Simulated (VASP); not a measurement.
# PbS: single point with PBE+D3(BJ)

PbS, a slab with vacuum:

```
Pb S
1.0
     0.00000   -3.00438   -3.00618
     0.00000    3.00438   -3.00618
    11.14828    0.00000    0.00000
Pb S
2 2
Direct
  0.74336 0.24336 0.63299
  0.24336 0.74336 0.38047
  0.23564 0.73564 0.62193
  0.73564 0.23564 0.39152
```

This cell differs from its parent crystal: the distance across one plane changed.

* Program: VASP 6.6.1
* Task: single point
* Functional: PBE
* Dispersion: D3(BJ)
* Potentials or basis: VASP PAW PBE potentials, release 64 (Pb_d, S)
* Cutoff: 500 eV
* k mesh: 6 × 6 × 3
* Occupations: gaussian, width 0.05 eV
* Spin: no spin polarisation
* Dipole correction: no
* Further INCAR settings: ALGO = Normal; EDIFF = 1e-06; NBANDS = 28

* Largest force: 0.063 eV/Å
* Band gap on the k mesh: 2.07 eV
* Dispersion energy per atom: -0.229 eV

Forces in eV/Å, atoms in the order of the input:
```
Pb  -0.050  0.000  0.005
Pb   0.050  0.000  0.005
S   -0.063  0.000 -0.005
S    0.063  0.000 -0.005
```

Levels at points of the mesh, in eV from the valence-band top:
| k point | band 18 | band 19 | band 20 | band 21 | band 22 | band 23 |
| --- | --- | --- | --- | --- | --- | --- |
| (0.00, 0.00, 0.00) | -1.23 | -1.23 | -0.15 | 2.32 | 3.82 | 5.07 |
| (0.50, 0.00, 0.00) | -0.89 | 0.00 | 0.00 | 2.08 | 2.08 | 3.14 |
| (0.50, 0.50, 0.00) | -2.54 | -1.26 | -1.25 | 4.25 | 4.26 | 5.31 |

Wall time 4 min on 1 thread of Intel Xeon 8259CL, on a shared host, peak memory 0.34 GiB.

Caveat: the cell differs from its parent crystal (the distance across one plane changed); spin-orbit coupling is left out, which moves the levels of the heavy elements.
